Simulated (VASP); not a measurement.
# Ag (Im-3m) in VASP: further runs, part 2 of 2

VASP 6.6.1. The steps go on from the part before.

**3. Relaxation of cell and atoms, r2SCAN, target pressure 90 GPa, at which the enthalpy is minimised**

This run uses another cell than the first one, of 12.55 Å³/atom.

Contents of POSCAR:

```
Ag
1.0
   -1.4641182086      1.4641182086      1.4641182086
    1.4641182086     -1.4641182086      1.4641182086
    1.4641182086      1.4641182086     -1.4641182086
Ag
1
Direct
    0.0000000000      0.0000000000      0.0000000000
```

Contents of INCAR.step1:

```
SYSTEM = Ag
PREC = Accurate
ENCUT = 600
ISMEAR = 0
SIGMA = 0.1
LREAL = .FALSE.
LASPH = .TRUE.
NELM = 100
GGA = PE
ALGO = Normal
EDIFF = 1E-4
LWAVE = .TRUE.
LCHARG = .FALSE.
```

Contents of INCAR.step2:

```
SYSTEM = Ag
PREC = Accurate
ENCUT = 600
EDIFF = 1E-7
ISMEAR = 0
SIGMA = 0.1
LREAL = .FALSE.
LASPH = .TRUE.
NELM = 100
ALGO = Normal
ISIF = 3
LWAVE = .FALSE.
LCHARG = .FALSE.
METAGGA = R2SCAN
LMIXTAU = .TRUE.
IBRION = 2
NSW = 70
EDIFFG = -0.008
PSTRESS = 900.0
ISTART = 1
```

Contents of KPOINTS:

```
regular mesh
0
G
  20 20 20
  0 0 0
```

Potentials or basis: VASP PAW PBE potentials, release 64 (Ag).

On the command line:

```bash
$ cat potpaw_PBE.64/Ag/POTCAR > POTCAR
$ cp INCAR.step1 INCAR
$ mpirun -np 1 vasp_std > vasp.out
$ cp INCAR.step2 INCAR
$ mpirun -np 1 vasp_std > vasp.out
```

OUTCAR:

```text
SYSTEM = Ag
   PREC = Accurate
   ENCUT = 600
   EDIFF = 1E-7
   ISMEAR = 0
   LREAL = .FALSE.
   LASPH = .TRUE.
   NELM = 100
   ISIF = 3
   METAGGA = R2SCAN
   IBRION = 2
   NSW = 70
   EDIFFG = -0.008
   PSTRESS = 900.0
   ISTART = 1

 ion  position               nearest neighbor table
   1  0.000  0.000  0.000-

  LATTYP: Found a body centered cubic cell.
 ALAT       =     2.9282364172

  Lattice vectors:

 A1 = (  -1.4641182086,   1.4641182086,   1.4641182086)
 A2 = (   1.4641182086,  -1.4641182086,   1.4641182086)
 A3 = (   1.4641182086,   1.4641182086,  -1.4641182086)

Analysis of symmetry for initial positions (statically):
=====================================================================
 Subroutine PRICEL returns:
 Original cell was already a primitive cell.

 Routine SETGRP: Setting up the symmetry group for a
 body centered cubic supercell.

 Subroutine GETGRP returns: Found 48 space group operations
 (whereof 48 operations were pure point group operations)
 out of a pool of 48 trial point group operations.

The static configuration has the point symmetry O_h .

Analysis of symmetry for dynamics (positions and initial velocities):
=====================================================================
 Subroutine PRICEL returns:
 Original cell was already a primitive cell.

 Routine SETGRP: Setting up the symmetry group for a
 body centered cubic supercell.

 Subroutine GETGRP returns: Found 48 space group operations
 (whereof 48 operations were pure point group operations)
 out of a pool of 48 trial point group operations.

The dynamic configuration has the point symmetry O_h .

 Subroutine INISYM returns: Found 48 space group operations
 (whereof 48 operations are pure point group operations),
 and found     1 'primitive' translations

----------------------------------------------------------------------------------------

                                     Primitive cell

  volume of cell :      12.5542

  direct lattice vectors                    reciprocal lattice vectors
    -1.464118209  1.464118209  1.464118209     0.000000000  0.341502481  0.341502481
     1.464118209 -1.464118209  1.464118209     0.341502481  0.000000000  0.341502481
     1.464118209  1.464118209 -1.464118209     0.341502481  0.341502481  0.000000000

  length of vectors
     2.535927126  2.535927126  2.535927126     0.482957440  0.482957440  0.482957440

  position of ions in fractional coordinates (direct lattice)
     0.000000000  0.000000000  0.000000000

  ion indices of the primitive-cell ions
   primitive index   ion index
                 1           1

----------------------------------------------------------------------------------------

 KPOINTS: regular mesh

Automatic generation of k-mesh.
 Grid dimensions read from file:
 generate k-points for:   20   20   20

 Generating k-lattice:

  Cartesian coordinates                     Fractional coordinates (reciprocal lattice)
     0.000000000  0.017075124  0.017075124     0.050000000  0.000000000  0.000000000
     0.017075124  0.000000000  0.017075124     0.000000000  0.050000000  0.000000000
     0.017075124  0.017075124  0.000000000     0.000000000  0.000000000  0.050000000

  Length of vectors
     0.024147872  0.024147872  0.024147872

  Shift w.r.t. Gamma in fractional coordinates (k-lattice)
     0.000000000  0.000000000  0.000000000

 Subroutine IBZKPT returns following result:
 ===========================================

 Found    256 irreducible k-points:

 Following reciprocal coordinates:
            Coordinates               Weight
  0.000000  0.000000  0.000000      1.000000
  0.050000  0.000000  0.000000     12.000000
  0.100000  0.000000  0.000000     12.000000
  0.150000  0.000000  0.000000     12.000000
  0.200000  0.000000  0.000000     12.000000
  0.250000  0.000000  0.000000     12.000000
[... 16 lines left out ...]
  0.200000  0.100000  0.000000     48.000000
  0.250000  0.100000 -0.000000     48.000000
 [... further k-points ...]
   k-points           NKPTS =    256   k-points in BZ     NKDIM =    256   number of bands    NBANDS=      9
   number of dos      NEDOS =    301   number of ions     NIONS =      1
   total plane-waves  NPLWV =   8000
   dimension x,y,z NGX =    20 NGY =   20 NGZ =   20
   dimension x,y,z NGXF=    40 NGYF=   40 NGZF=   40
   ions per type =               1
   NGX,Y,Z   is equivalent  to a cutoff of  13.11, 13.11, 13.11 a.u.
   NGXF,Y,Z  is equivalent  to a cutoff of  26.22, 26.22, 26.22 a.u.
 SYSTEM =  Ag
   PREC   = accura    normal or accurate (medium, high low for compatibility)
   ISTART =      1    job   : 0-new  1-cont  2-samecut
   ICHARG =      0    charge: 1-file 2-atom 10-const
   ISPIN  =      1    spin polarized calculation?
   LNONCOLLINEAR =      F non collinear calculations
   LSORBIT =      F    spin-orbit coupling
   LASPH  =      T    aspherical Exc in radial PAW
   ENCUT  =  600.0 eV  44.10 Ry    6.64 a.u.   5.06  5.06  5.06*2*pi/ulx,y,z
   NELM   =    100;   NELMIN=  2; NELMDL=  0     # of ELM steps
   EDIFF  = 0.1E-06   stopping-criterion for ELM
   LREAL  =      F    real-space projection
   EDIFFG = -.8E-02   stopping-criterion for IOM
   NSW    =     70    number of steps for IOM
   IBRION =      2    ionic relax: 0-MD 1-quasi-New 2-CG
   NFREE  =      1    steps in history (QN), initial steepest desc. (CG)
   ISIF   =      3    stress and relaxation
   ISYM   =      2    0-nonsym 1-usesym 2-fastsym
   POTIM  = 0.5000    time-step for ionic-motion
   TEBEG  =    0.0;   TEEND  =   0.0 temperature during run
   PSTRESS=  900.0 pullay stress
   NELECT =      11.0000    total number of electrons
   NUPDOWN=      -1.0000    fix difference up-down
   EMIN   =  10.00;   EMAX   =-10.00  energy-range for DOS
   EFERMI =   0.00;   METHOD = LEGACY
   ISMEAR =     0;   SIGMA  =   0.10  broadening in eV -4-tet -1-fermi 0-gaus
   EFERMI_NEDOS =   21; number of points for ismear=-14 and -15
   IALGO  =     38    algorithm
   IMIX   =      4    mixing-type and parameters
     AMIX     =   0.40;   BMIX     =  1.00
     AMIX_MAG =   1.60;   BMIX_MAG =  1.00
  volume/ion in A,a.u.               =      12.55        84.72
  Fermi-wavevector in a.u.,A,eV,Ry     =   1.566545  2.960341 33.389564  2.454064
  Thomas-Fermi vector in A             =   2.668857
   LORBIT       =      0    0 simple, 1 ext, 2 COOP (PROOUT), +10 PAW based schemes
   METAGGA = R2SCAN    functional components
   LHFCALC =     F    Hartree Fock is set to
   AEXX    =    0.0000 exact exchange contribution
   IVDW    =     0    specifies the selected vdW correction
   LEPSILON=     F    determine dielectric tensor
   LRPA    =     F    only Hartree local field effects (RPA)
 conjugate gradient relaxation of ions
 non-spin polarized calculation
 Gauss-broadening in eV      SIGMA  =   0.10
  energy-cutoff  :      600.00
  volume of cell :       12.55
 maximum number of plane-waves:       431
   NGX = 11   NGY = 11   NGZ = 11

--------------------------------------- Ionic step        1  -------------------------------------------

 number of electron      10.9999994 magnetization

 Free energy of the ion-electron system (eV)
  ---------------------------------------------------
  ext. energy  EPLUGINS =         0.00000000
  ---------------------------------------------------
  free energy    TOTEN  =       -20.42041817 eV

  energy without entropy =      -20.41900972  energy(sigma->0) =      -20.41971394

------------------------ aborting loop because EDIFF is reached ----------------------------------------

  FORCE on cell =-STRESS in cart. coord.  units (eV):
  Direction    XX          YY          ZZ          XY          YZ          ZX
  --------------------------------------------------------------------------------------
  -------------------------------------------------------------------------------------
  Total        6.6029986      6.6029986      6.6029986     -0.0000000     -0.0000000      0.0000000
  in kB      842.6813315    842.6813315    842.6813315     -0.0000000     -0.0000000      0.0000000
  external PRESSURE =     -57.3186685 kB  Pullay stress =     900.0000000 kB
[... 98 lines left out ...]
--------------------------------------- Ionic step        4  -------------------------------------------

 number of electron      10.9999994 magnetization

 Free energy of the ion-electron system (eV)
  ---------------------------------------------------
  ext. energy  EPLUGINS =         0.00000000
  ---------------------------------------------------
  free energy    TOTEN  =       -20.34372542 eV

  energy without entropy =      -20.34244043  energy(sigma->0) =      -20.34308293

 E-fermi :  13.9324     XC(G=0): -15.3386

 val. band max:       13.8865550855   @ k =  -0.3500   0.4500   0.1000
 cond. band min:      13.9332049586   @ k =   0.3000   0.1000   0.1000
 fundamental gap:      0.0466498731
 Fermi energy:        13.9323889281

 k-point     1 :       0.0000    0.0000    0.0000
  band No.  band energies     occupation
      1       2.9935      2.00000
      2       6.8698      2.00000
      3       6.8698      2.00000
      4       6.8698      2.00000
      5       9.1368      2.00000
      6       9.1368      2.00000
      7      33.2999      0.00000
      8      33.2999      0.00000
      9      33.2999      0.00000
[... 265 lines left out ...]
 k-point    24 :       0.2500    0.1000   -0.0000
  band No.  band energies     occupation
      1       5.0523      2.00000
      2       5.9933      2.00000
      3       7.6124      2.00000
      4       8.7245      2.00000
      5       9.3850      2.00000
      6      10.3037      2.00000
      7      27.0820      0.00000
      8      30.0971      0.00000
      9      34.1832      0.00000

 [... further k-points ...]
[... 5 lines left out ...]
  --------------------------------------------------------------------------------------
  -------------------------------------------------------------------------------------
  Total        6.9728344      6.9728344      6.9728344      0.0000000     -0.0000000      0.0000000
  in kB      899.9965433    899.9965433    899.9965433      0.0000000     -0.0000000      0.0000000
  external PRESSURE =      -0.0034567 kB  Pullay stress =     900.0000000 kB
[... 20 lines left out ...]
  energy  without entropy=      -20.3424404337  energy(sigma->0) =      -20.34308293

  enthalpy is  TOTEN    =       -13.3708641944 eV   P V=        6.9728612229

 reached required accuracy - stopping structural energy minimisation
```

OUTCAR.step1:

```text
SYSTEM = Ag
   PREC = Accurate
   ENCUT = 600
   ISMEAR = 0
   LREAL = .FALSE.
   LASPH = .TRUE.
   NELM = 100
[... 504 lines left out ...]
 -----------------------------------------------------------------------------------
      0.00000      0.00000      0.00000         0.000000      0.000000     -0.000000
 -----------------------------------------------------------------------------------
    total drift:                                0.000000     -0.000000      0.000000

  FREE ENERGIE OF THE ION-ELECTRON SYSTEM (eV)
  ---------------------------------------------------
  free  energy   TOTEN  =        -1.6843637401 eV

  energy  without entropy=       -1.6831872140  energy(sigma->0) =       -1.68377548
```

OSZICAR.step1:

```text
N       E                     dE             d eps       ncg     rms          rms(c)
DAV:   1     0.491479754872E+02    0.49148E+02   -0.65780E+03  4696   0.130E+03
DAV:   2    -0.163072651826E+01   -0.50779E+02   -0.48896E+02  4803   0.233E+02
DAV:   3    -0.199822551564E+01   -0.36750E+00   -0.36712E+00  5062   0.235E+01
DAV:   4    -0.199905277218E+01   -0.82726E-03   -0.82724E-03  4968   0.103E+00
DAV:   5    -0.199905723033E+01   -0.44581E-05   -0.44584E-05  4497   0.743E-02    0.127E+01
DAV:   6    -0.172660304446E+01    0.27245E+00   -0.81341E-01  4705   0.106E+01    0.739E+00
DAV:   7    -0.169010276606E+01    0.36500E-01   -0.71360E-02  4882   0.307E+00    0.285E+00
DAV:   8    -0.168435596890E+01    0.57468E-02   -0.31431E-03  4762   0.714E-01    0.166E-01
DAV:   9    -0.168436374008E+01   -0.77712E-05   -0.60623E-06  2572   0.340E-02
   1 F= -.16843637E+01 E0= -.16837755E+01  d E =-.117653E-02
```

Run time: 4.5 min. Hardware: 1 thread of Intel Xeon Platinum 8488C (Sapphire Rapids), shared host; peak memory 0.17 GiB.

What came out:

```yaml
Free_energy: -20.3437 eV
Relaxed_volume: 12.41 Å³/atom
Relaxed_cell: a = 2.526 Å, b = 2.526 Å, c = 2.526 Å, α = 109.47°, β = 109.47°, γ = 109.47°
Space_group_after_relaxing_to_0.1_Å: Im-3m (No. 229)
Energy_change_on_relaxing_the_run_minimises_the_enthalpy: +76.7 meV/atom
Ionic_steps: 4
Pressure_after_relaxing: 90.0 GPa
Band_gap_on_the_k_mesh: zero (an odd number of electrons rules out a gap without spin polarisation)
```

The path:
```csv
step,energy change (eV),largest force (eV/Å),pressure (GPa),volume (Å³)
1,0.0000,0.0000,84.27,12.55
2,0.5078,0.0000,121.68,11.76
3,0.0750,0.0000,89.86,12.42
4,0.0767,0.0000,90.00,12.41
```

Final structure:
```cif
data_structure
_symmetry_space_group_name_H-M 'P 1'
_symmetry_Int_Tables_number 1
_cell_length_a 2.5264
_cell_length_b 2.5264
_cell_length_c 2.5264
_cell_angle_alpha 109.471
_cell_angle_beta 109.471
_cell_angle_gamma 109.471
_cell_volume 12.41
loop_
_atom_site_label
_atom_site_type_symbol
_atom_site_fract_x
_atom_site_fract_y
_atom_site_fract_z
_atom_site_occupancy
Ag1 Ag 0.00000 0.00000 0.00000 1
```

Levels at points of the mesh, in eV from the Fermi level:
| k point | band 2 | band 3 | band 4 | band 5 | band 6 | band 7 | band 8 | band 9 |
| --- | --- | --- | --- | --- | --- | --- | --- | --- |
| (0.00, 0.00, 0.00) | -7.06 | -7.06 | -7.06 | -4.80 | -4.80 | 19.37 | 19.37 | 19.37 |
| (0.50, 0.00, 0.00) | -8.45 | -4.84 | -4.52 | -2.93 | -1.07 | 6.52 | 14.61 | 18.33 |
| (0.50, 0.50, 0.50) | -9.73 | -3.38 | -3.38 | -3.38 | 8.17 | 8.17 | 8.17 | 17.34 |

Caveat: the cell is relaxed towards a set pressure, so the run minimises the enthalpy, not the energy; the PAW data sets were made with another functional, which shifts forces and pressure a little.

**4. Single point, r2SCAN**

This run uses another cell than the first one, of 17.46 Å³/atom.

Contents of POSCAR:

```
Ag
1.0
   -1.6342676468      1.6342676468      1.6342676468
    1.6342676468     -1.6342676468      1.6342676468
    1.6342676468      1.6342676468     -1.6342676468
Ag
1
Direct
    0.0000000000      0.0000000000      0.0000000000
```

Contents of INCAR.step1:

```
SYSTEM = Ag
  ALGO = Normal
  EDIFF = 1E-4
  ENCUT = 520
  GGA = PE
  ISMEAR = 0
  LASPH = .True.
  LCHARG = .False.
  LREAL = .False.
  LWAVE = .True.
  NBANDS = 12
  NELM = 60
  PREC = Accurate
  SIGMA = 0.15
```

Contents of INCAR.step2:

```
SYSTEM = Ag
  ALGO = Normal
  EDIFF = 1E-6
  ENCUT = 520
  ISIF = 2
  ISMEAR = 0
  ISTART = 1
  LASPH = .True.
  LCHARG = .True.
  LELF = .True.
  LMIXTAU = .True.
  LREAL = .False.
  LVHAR = .True.
  LWAVE = .False.
  METAGGA = R2SCAN
  NBANDS = 12
  NELM = 60
  PREC = Accurate
  SIGMA = 0.15
```

Contents of KPOINTS:

```
k-points
0
Gamma
  26 26 26
  0 0 0
```

On the command line:

```bash
$ cat potpaw_PBE.64/Ag/POTCAR > POTCAR
$ cp INCAR.step1 INCAR
$ mpirun -np 1 vasp_std > vasp.out
$ cp INCAR.step2 INCAR
$ mpirun -np 1 vasp_std > vasp.out
```

Wall time 98 s (1 thread of Intel Xeon 6975P-C (Granite Rapids), shared host); peak memory 0.23 GiB.

Results (log left out):

| Quantity | Value |
| --- | --- |
| Free energy | -21.3254 eV |
| Pressure | 0.0 GPa |
| Band gap on the k mesh | zero (an odd number of electrons rules out a gap without spin polarisation) |

Levels at points of the mesh, in eV from the Fermi level:
| k point | band 4 | band 5 | band 6 | band 7 | band 8 | band 9 |
| --- | --- | --- | --- | --- | --- | --- |
| (0.00, 0.00, 0.00) | -5.20 | -3.90 | -3.90 | 18.60 | 18.60 | 18.60 |
| (0.50, 0.00, 0.00) | -3.78 | -2.90 | 0.03 | 4.12 | 13.79 | 14.86 |
| (0.50, 0.50, 0.50) | -3.14 | -3.14 | 7.15 | 7.15 | 7.15 | 12.96 |

Caveat: the PAW data sets were made with another functional, which shifts forces and pressure a little.

**5. Overview**

```tsv
task	cell	k mesh	cutoff (eV)	smearing	gap on the mesh (eV)	pressure (GPa)
relaxation of cell and atoms	relaxed to 12 GPa from a = 2.738 Å, angles 109.5°, 1 atom	18 × 18 × 18	600	gaussian 0.1 eV	none	12.0
relaxation of cell and atoms	relaxed to 90 GPa from a = 2.536 Å, angles 109.5°, 1 atom	20 × 20 × 20	600	gaussian 0.1 eV	none	90.0
single point	a = 2.831 Å, angles 109.5°, 1 atom	26 × 26 × 26	520	gaussian 0.15 eV	none	0.0
```

Alike in all rows: level r2SCAN; potentials or basis VASP PAW PBE potentials, release 64 (Ag); no spin polarisation.

Caveats: the PAW data sets were made with another functional, which shifts forces and pressure a little; the cell is relaxed towards a set pressure, so the run minimises the enthalpy, not the energy (at least some runs).

Absolute energies hang on the potentials; compare differences alone.
